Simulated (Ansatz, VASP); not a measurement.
**Two plane-wave programs on CsBr**

```
Cs Br
1.0
     4.23436    0.00000    0.00000
     0.00000    4.23436    0.00000
     0.00000    0.00000    4.23436
Cs Br
1 1
Direct
  0.00000 0.00000 0.00000
  0.50000 0.50000 0.50000
```

Alike in both runs: task single point; functional r2SCAN; k mesh 6 × 6 × 6; occupations gaussian, width 0.02 eV; no spin polarisation.

```csv
,VASP,Ansatz
version,VASP 6.6.1,Ansatz 0.2.0
potentials or method,"VASP PAW PBE potentials, release 64 (Cs_sv, Br), cutoff 550 eV","scalar-relativistic, plane waves, PAW"
valence electrons in the cell,16,16
```

```tsv
	VASP	Ansatz	Ansatz less VASP
gap on the k mesh at the Fermi level (eV)	5.35	5.36	+0.007
least direct gap on the mesh (eV)	5.35	5.36	+0.007
pressure (GPa)	1.2	1.1	-0.06
```

VASP's potentials were made for PBE, not for r2SCAN. With one functional, cell and mesh, what is left measures potentials, basis and numerics.

Spin-orbit coupling is off throughout.
